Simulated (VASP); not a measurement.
# V4O in VASP: notebook

The runs below take V4O through single point, with PBE.

Program: VASP 6.6.1. These are calculated values, not measurements. Logs are shortened: lines on timing, memory, paths and dates and some standing lists are left out, and cuts for length are marked.

## 1. The cell of the first run

The cell holds a slab with vacuum, 5 atoms: a = 2.997 Å, b = 2.997 Å, c = 21.333 Å, α = 90.00°, β = 90.00°, γ = 90.00°.

## 2. Single point, PBE

INCAR

```
SYSTEM = V4O
  PREC = Accurate
  ENCUT = 520
  EDIFF = 1E-6
  ISMEAR = 0
  SIGMA = 0.1
  LREAL = .False.
  LASPH = .True.
  NELM = 100
  ALGO = Normal
  ISIF = 2
  LWAVE = .False.
  LCHARG = .False.
  LDIPOL = .True.
  IDIPOL = 3
  DIPOL = 0.5 0.5 0.336
  GGA = PE
  NBANDS = 37
```

KPOINTS

```
Automatic mesh
0
Gamma
  9 9 1
  0 0 0
```

POSCAR

```
V4O
1.0
    2.9971751491      0.0000000000      0.0000000000
    0.0000000000      2.9971751491      0.0000000000
    0.0000000000      0.0000000000     21.3333819395
V O
4 1
Direct
    0.5000000000      0.5000000000      0.1874995728
    0.0000000000      0.0000000000      0.2577457053
    0.5000000000      0.5000000000      0.3267158760
    0.0000000000      0.0000000000      0.3906263884
    0.0000000000      0.0000000000      0.5195323447
```

Potentials or basis: VASP PAW PBE potentials, release 64 (V_sv, O).

Launch:

```
$ cat potpaw_PBE.64/V_sv/POTCAR potpaw_PBE.64/O/POTCAR > POTCAR
$ mpirun -np 1 vasp_std > vasp.out
```

OUTCAR:

```text
SYSTEM = V4O
   PREC = Accurate
   ENCUT = 520
   EDIFF = 1E-6
   ISMEAR = 0
   LREAL = .False.
   LASPH = .True.
   NELM = 100
   ISIF = 2
   GGA = PE

 ion  position               nearest neighbor table
   1  0.500  0.500  0.187-   2 2.60   2 2.60   2 2.60   2 2.60
   2  0.000  0.000  0.258-   3 2.58   3 2.58   3 2.58   3 2.58   1 2.60   1 2.60   1 2.60   1 2.60
                             4 2.83
   3  0.500  0.500  0.327-   4 2.52   4 2.52   4 2.52   4 2.52   2 2.58   2 2.58   2 2.58   2 2.58

   4  0.000  0.000  0.391-   3 2.52   3 2.52   3 2.52   3 2.52   2 2.83
   5  0.000  0.000  0.520-

  LATTYP: Found a simple tetragonal cell.
 ALAT       =     2.9971751491
 C/A-ratio  =     7.1178295823

  Lattice vectors:

 A1 = (   2.9971751491,   0.0000000000,   0.0000000000)
 A2 = (   0.0000000000,   2.9971751491,   0.0000000000)
 A3 = (   0.0000000000,   0.0000000000,  21.3333819395)

Analysis of symmetry for initial positions (statically):
=====================================================================
 Subroutine PRICEL returns:
 Original cell was already a primitive cell.

 Routine SETGRP: Setting up the symmetry group for a
 simple tetragonal supercell.

 Subroutine GETGRP returns: Found  8 space group operations
 (whereof  8 operations were pure point group operations)
 out of a pool of 16 trial point group operations.

The static configuration has the point symmetry C_4v.

Analysis of symmetry for dynamics (positions and initial velocities):
=====================================================================
 Subroutine PRICEL returns:
 Original cell was already a primitive cell.

 Routine SETGRP: Setting up the symmetry group for a
 simple tetragonal supercell.

 Subroutine GETGRP returns: Found  8 space group operations
 (whereof  8 operations were pure point group operations)
 out of a pool of 16 trial point group operations.

The dynamic configuration has the point symmetry C_4v.

 Subroutine INISYM returns: Found  8 space group operations
 (whereof  8 operations are pure point group operations),
 and found     1 'primitive' translations

----------------------------------------------------------------------------------------

                                     Primitive cell

  volume of cell :     191.6390

[... 89 lines left out ...]
   NFREE  =      0    steps in history (QN), initial steepest desc. (CG)
   ISIF   =      2    stress and relaxation
   ISYM   =      2    0-nonsym 1-usesym 2-fastsym
   POTIM  = 0.5000    time-step for ionic-motion
   TEBEG  =    0.0;   TEEND  =   0.0 temperature during run
   PSTRESS=    0.0 pullay stress
   NELECT =      58.0000    total number of electrons
   NUPDOWN=      -1.0000    fix difference up-down
   EMIN   =  10.00;   EMAX   =-10.00  energy-range for DOS
   EFERMI =   0.00;   METHOD = LEGACY
   ISMEAR =     0;   SIGMA  =   0.10  broadening in eV -4-tet -1-fermi 0-gaus
   EFERMI_NEDOS =   21; number of points for ismear=-14 and -15
   IALGO  =     38    algorithm
   IMIX   =      4    mixing-type and parameters
     AMIX     =   0.40;   BMIX     =  1.00
     AMIX_MAG =   1.60;   BMIX_MAG =  1.00
  volume/ion in A,a.u.               =      38.33       258.65
  Fermi-wavevector in a.u.,A,eV,Ry     =   1.099148  2.077089 16.437557  1.208126
  Thomas-Fermi vector in A             =   2.235538
   LORBIT       =      0    0 simple, 1 ext, 2 COOP (PROOUT), +10 PAW based schemes
   GGA     = PE    functional components
   LHFCALC =     F    Hartree Fock is set to
   AEXX    =    0.0000 exact exchange contribution
   IVDW    =     0    specifies the selected vdW correction
   LEPSILON=     F    determine dielectric tensor
   LRPA    =     F    only Hartree local field effects (RPA)
 non-spin polarized calculation
 Gauss-broadening in eV      SIGMA  =   0.10
  energy-cutoff  :      520.00
  volume of cell :      191.64
 maximum number of plane-waves:      5215
 NGX is ok and might be reduce to    24
   NGX = 11   NGY = 11   NGZ = 79

 dipolmoment           0.000000      0.000000     -0.216898 electrons x Angstroem

 number of electron      57.9999986 magnetization

 dipolmoment           0.000000      0.000000      0.275635 electrons x Angstroem

 Free energy of the ion-electron system (eV)
  ---------------------------------------------------
  ext. energy  EPLUGINS =         0.00000000
  ---------------------------------------------------
  free energy    TOTEN  =       -35.77582578 eV

  energy without entropy =      -35.73258878  energy(sigma->0) =      -35.75420728

 E-fermi :  -1.4611     XC(G=0):  -5.3658

 val. band max:       -1.4754305192   @ k =   0.4444   0.0000   0.0000
 cond. band min:      -1.4387205314   @ k =   0.0000   0.0000   0.0000
 fundamental gap:      0.0367099879
 Fermi energy:        -1.4611087659

 k-point     1 :       0.0000    0.0000    0.0000
  band No.  band energies     occupation
      1     -65.7937      2.00000
      2     -65.7725      2.00000
      3     -65.3168      2.00000
      4     -65.0433      2.00000
      5     -39.7059      2.00000
      6     -39.6681      2.00000
[... 589 lines left out ...]
     36       0.8330      0.00000
     37       0.9023      0.00000

------------------------ aborting loop because EDIFF is reached ----------------------------------------

 vacuum level on the upper side and lower side of the slab       (xc-potential included)         2.683        -2.731

  FORCE on cell =-STRESS in cart. coord.  units (eV):
  Direction    XX          YY          ZZ          XY          YZ          ZX
  --------------------------------------------------------------------------------------
  -------------------------------------------------------------------------------------
  Total       -4.4191646     -4.4191646     -6.3076226      0.0000000     -0.0000000     -0.0000000
  in kB      -36.9459474    -36.9459474    -52.7341961      0.0000000     -0.0000000     -0.0000000
  external PRESSURE =     -42.2086969 kB  Pullay stress =       0.0000000 kB

 VOLUME and BASIS-vectors are now :
 -----------------------------------------------------------------------------
  energy-cutoff  :      520.00
  volume of cell :      191.64
      direct lattice vectors                 reciprocal lattice vectors
     2.997175149  0.000000000  0.000000000     0.333647501  0.000000000  0.000000000
     0.000000000  2.997175149  0.000000000     0.000000000  0.333647501  0.000000000
     0.000000000  0.000000000 21.333381940     0.000000000  0.000000000  0.046874893

 POSITION                                       TOTAL-FORCE (eV/Angst)
 -----------------------------------------------------------------------------------
      1.49859      1.49859      4.00000         0.000000     -0.000000      0.604285
      0.00000      0.00000      5.49859         0.000000     -0.000000     -0.739766
      1.49859      1.49859      6.96995         0.000000      0.000000     -0.511930
      0.00000      0.00000      8.33338         0.000000     -0.000000      3.006755
      0.00000      0.00000     11.08338         0.000000     -0.000000     -2.359344
 -----------------------------------------------------------------------------------
    total drift:                                0.000000      0.000000      0.000394

  FREE ENERGIE OF THE ION-ELECTRON SYSTEM (eV)
  ---------------------------------------------------
  free  energy   TOTEN  =       -35.7758257809 eV

  energy  without entropy=      -35.7325887793  energy(sigma->0) =      -35.75420728

 vacuum level on the upper side and lower side of the slab         7.993         2.440
```

stdout:

```text
POSCAR found type information on POSCAR V O
 POSCAR found :  2 types and       5 ions
 scaLAPACK will be used
 LDA part: xc-table for (Slater+PW92), standard interpolation
 POSCAR, INCAR and KPOINTS ok, starting setup
 FFT: planning ... GRIDC
 FFT: planning ... GRID_SOFT
 FFT: planning ... GRID
 WAVECAR not read
 entering main loop
```

Wall time 1.8 min (1 thread of Intel Xeon 6975P-C (Granite Rapids), shared host); peak memory 0.32 GiB.

What came out:

```
Free energy            : -35.7758 eV
Largest force          : 3.007 eV/Å
Band gap on the k mesh : zero (band 29 reaches -1.27 eV, above the bottom of band 30 at -1.83 eV)
```

Forces in eV/Å, atoms in the order of the input:
```
V    0.000  0.000  0.604
V    0.000  0.000 -0.740
V    0.000  0.000 -0.512
V    0.000  0.000  3.007
O    0.000  0.000 -2.359
```

Caveat: the run has no spin polarisation, though such a crystal can be magnetic. With open d or f shells a metallic result of PBE can be an artefact of self-interaction; +U or a hybrid may open a gap.

## 3. Single point, PBE

INCAR

```
SYSTEM = V4O
PREC     = Accurate       ! precision mode
ENCUT    = 520            ! plane-wave cutoff, eV
EDIFF    = 1E-6           ! SCF threshold, eV
ISMEAR   = 0              ! smearing method
SIGMA    = 0.1            ! smearing width, eV
LREAL    = .FALSE.        ! projectors in reciprocal space
LASPH    = .TRUE.         ! aspherical terms in the spheres
NELM     = 80             ! most SCF steps
ALGO     = Normal         ! electronic algorithm
ISIF     = 2              ! what is computed and relaxed
LWAVE    = .FALSE.        ! write WAVECAR
LCHARG   = .FALSE.        ! write CHGCAR
LDIPOL   = .TRUE.       
IDIPOL   = 3            
DIPOL    = 0.5 0.5 0.348
GGA      = PE             ! functional
NBANDS   = 37             ! bands
```

KPOINTS

```
regular mesh
0
G
  9 9 1
  0 0 0
```

POSCAR, as its differences from that of step 2:

```diff
@@ -12,2 +12,2 @@
     0.0000000000      0.0000000000      0.3906263884
-    0.0000000000      0.0000000000      0.5195323447
+    0.0000000000      0.0000000000      0.5757822165
```

Potentials or basis: VASP PAW PBE potentials, release 64 (V_sv, O).

Launch:

```
$ cat potpaw_PBE.64/V_sv/POTCAR potpaw_PBE.64/O/POTCAR > POTCAR
$ mpirun -np 1 vasp_std > vasp.out
```

OUTCAR:

```text
SYSTEM = V4O
   PREC = Accurate
   ENCUT = 520
   EDIFF = 1E-6
   ISMEAR = 0
   LREAL = .FALSE.
   LASPH = .TRUE.
   NELM = 80
   ISIF = 2
   GGA = PE

 ion  position               nearest neighbor table
   1  0.500  0.500  0.187-   2 2.60   2 2.60   2 2.60   2 2.60
   2  0.000  0.000  0.258-   3 2.58   3 2.58   3 2.58   3 2.58   1 2.60   1 2.60   1 2.60   1 2.60
                             4 2.83
   3  0.500  0.500  0.327-   4 2.52   4 2.52   4 2.52   4 2.52   2 2.58   2 2.58   2 2.58   2 2.58

   4  0.000  0.000  0.391-   3 2.52   3 2.52   3 2.52   3 2.52   2 2.83
   5  0.000  0.000  0.576-

  LATTYP: Found a simple tetragonal cell.
 ALAT       =     2.9971751491
 C/A-ratio  =     7.1178295823

  Lattice vectors:

 A1 = (   2.9971751491,   0.0000000000,   0.0000000000)
 A2 = (   0.0000000000,   2.9971751491,   0.0000000000)
 A3 = (   0.0000000000,   0.0000000000,  21.3333819395)

Analysis of symmetry for initial positions (statically):
=====================================================================
 Subroutine PRICEL returns:
 Original cell was already a primitive cell.

 Routine SETGRP: Setting up the symmetry group for a
 simple tetragonal supercell.

 Subroutine GETGRP returns: Found  8 space group operations
 (whereof  8 operations were pure point group operations)
 out of a pool of 16 trial point group operations.

The static configuration has the point symmetry C_4v.

Analysis of symmetry for dynamics (positions and initial velocities):
=====================================================================
 Subroutine PRICEL returns:
 Original cell was already a primitive cell.

 Routine SETGRP: Setting up the symmetry group for a
 simple tetragonal supercell.

 Subroutine GETGRP returns: Found  8 space group operations
 (whereof  8 operations were pure point group operations)
 out of a pool of 16 trial point group operations.

The dynamic configuration has the point symmetry C_4v.
[... 120 lines left out ...]
   GGA     = PE    functional components
   LHFCALC =     F    Hartree Fock is set to
   AEXX    =    0.0000 exact exchange contribution
   IVDW    =     0    specifies the selected vdW correction
   LEPSILON=     F    determine dielectric tensor
   LRPA    =     F    only Hartree local field effects (RPA)
 non-spin polarized calculation
 Gauss-broadening in eV      SIGMA  =   0.10
  energy-cutoff  :      520.00
  volume of cell :      191.64
 maximum number of plane-waves:      5215
 NGX is ok and might be reduce to    24
   NGX = 11   NGY = 11   NGZ = 79

 dipolmoment           0.000000      0.000000     -0.014071 electrons x Angstroem

 number of electron      57.9999986 magnetization

 dipolmoment           0.000000      0.000000      0.273042 electrons x Angstroem

 Free energy of the ion-electron system (eV)
  ---------------------------------------------------
  ext. energy  EPLUGINS =         0.00000000
  ---------------------------------------------------
  free energy    TOTEN  =       -34.39244152 eV

  energy without entropy =      -34.33049030  energy(sigma->0) =      -34.36146591

 E-fermi :  -1.2849     XC(G=0):  -5.5352

 val. band max:       -1.2901437322   @ k =   0.0000   0.0000   0.0000
 cond. band min:      -1.2825217483   @ k =   0.1111   0.0000   0.0000
 fundamental gap:      0.0076219840
 Fermi energy:        -1.2848657839

 k-point     1 :       0.0000    0.0000    0.0000
  band No.  band energies     occupation
      1     -65.6131      2.00000
      2     -65.5831      2.00000
      3     -65.1741      2.00000
      4     -64.9434      2.00000
      5     -39.5624      2.00000
      6     -39.5064      2.00000
[... 589 lines left out ...]
     36       1.0031      0.00000
     37       1.0134      0.00000

------------------------ aborting loop because EDIFF is reached ----------------------------------------

 vacuum level on the upper side and lower side of the slab       (xc-potential included)         2.556        -2.859

  FORCE on cell =-STRESS in cart. coord.  units (eV):
  Direction    XX          YY          ZZ          XY          YZ          ZX
  --------------------------------------------------------------------------------------
  -------------------------------------------------------------------------------------
  Total       -5.1113387     -5.1113387     -2.3588328      0.0000000      0.0000000      0.0000000
  in kB      -42.7327938    -42.7327938    -19.7207660      0.0000000      0.0000000      0.0000000
  external PRESSURE =     -35.0621178 kB  Pullay stress =       0.0000000 kB

 VOLUME and BASIS-vectors are now :
 -----------------------------------------------------------------------------
  energy-cutoff  :      520.00
  volume of cell :      191.64
      direct lattice vectors                 reciprocal lattice vectors
     2.997175149  0.000000000  0.000000000     0.333647501  0.000000000  0.000000000
     0.000000000  2.997175149  0.000000000     0.000000000  0.333647501  0.000000000
     0.000000000  0.000000000 21.333381940     0.000000000  0.000000000  0.046874893

 POSITION                                       TOTAL-FORCE (eV/Angst)
 -----------------------------------------------------------------------------------
      1.49859      1.49859      4.00000         0.000000     -0.000000      0.547884
      0.00000      0.00000      5.49859         0.000000      0.000000     -0.577546
      1.49859      1.49859      6.96995         0.000000     -0.000000     -0.076811
      0.00000      0.00000      8.33338         0.000000     -0.000000      0.542560
      0.00000      0.00000     12.28338         0.000000     -0.000000     -0.436087
 -----------------------------------------------------------------------------------
    total drift:                                0.000000      0.000000      0.001399

  FREE ENERGIE OF THE ION-ELECTRON SYSTEM (eV)
  ---------------------------------------------------
  free  energy   TOTEN  =       -34.3924415248 eV

  energy  without entropy=      -34.3304902974  energy(sigma->0) =      -34.36146591

 vacuum level on the upper side and lower side of the slab         8.056         2.503
```

Wall time 2.1 min (1 thread of Intel Xeon 6975P-C (Granite Rapids), shared host); peak memory 0.32 GiB.

Results:

- Free energy: -34.3924 eV
- Largest force: 0.578 eV/Å
- Band gap on the k mesh: zero (band 29 reaches -1.11 eV, above the bottom of band 30 at -1.39 eV)

Forces on the atoms (eV/Å):
```
V    0.000  0.000  0.548
V    0.000  0.000 -0.578
V    0.000  0.000 -0.077
V    0.000  0.000  0.543
O    0.000  0.000 -0.436
```

Levels at points of the mesh, in eV from the Fermi level:
| k point | band 25 | band 26 | band 27 | band 28 | band 29 | band 30 | band 31 | band 32 | band 33 | band 34 |
| --- | --- | --- | --- | --- | --- | --- | --- | --- | --- | --- |
| (0.00, 0.00, 0.00) | -0.05 | -0.01 | 0.14 | 0.14 | 0.18 | 0.26 | 0.26 | 0.36 | 0.36 | 0.92 |

Caveat: the run has no spin polarisation, though such a crystal can be magnetic.
